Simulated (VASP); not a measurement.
A run of VASP 6.6.1 is set up as follows.

Contents of POSCAR:

```
SiO2
1.0
   -2.5384121643      2.5384121643      3.6792927782
    2.5384121643     -2.5384121643      3.6792927782
    2.5384121643      2.5384121643     -3.6792927782
Si O
2 4
Direct
    0.0000000000      0.0000000000      0.0000000000
    0.7500000000      0.2500000000      0.5000000000
    0.9497585549      0.6250000000      0.8247585549
    0.3750000000      0.1997585549      0.3247585549
    0.8002414451      0.1250000000      0.1752414451
    0.8750000000      0.0502414451      0.6752414451
```

INCAR.step1

```
SYSTEM = SiO2
ALGO = Normal
EDIFF = 1E-4
ENCUT = 520
GGA = PE
ISMEAR = 0
LASPH = .TRUE.
LCHARG = .FALSE.
LREAL = .FALSE.
LWAVE = .TRUE.
NBANDS = 25
NELM = 80
PREC = Accurate
SIGMA = 0.02
```

INCAR.step2

```
SYSTEM = SiO2
ALGO = Normal
EDIFF = 1E-6
ENCUT = 520
ISIF = 2
ISMEAR = 0
ISTART = 1
LASPH = .TRUE.
LCHARG = .FALSE.
LMIXTAU = .TRUE.
LREAL = .FALSE.
LWAVE = .FALSE.
METAGGA = R2SCAN
NBANDS = 25
NELM = 80
PREC = Accurate
SIGMA = 0.02
```

The input KPOINTS:

```
k-points
0
G
  8 8 8
  0 0 0
```

Potentials or basis: VASP PAW PBE potentials, release 64 (Si, O).

Command:

```bash
$ cat potpaw_PBE.64/Si/POTCAR potpaw_PBE.64/O/POTCAR > POTCAR
$ cp INCAR.step1 INCAR
$ mpirun -np 1 vasp_std > vasp.out
$ cp INCAR.step2 INCAR
$ mpirun -np 1 vasp_std > vasp.out
```

(1) What does it give for the band gap on the k mesh?

(2) Estimate the pressure.

## Answers

(1) 6.33 eV, direct.

(2) -1.1 GPa.

Caveat: the PAW data sets were made with another functional, which shifts forces and pressure a little.
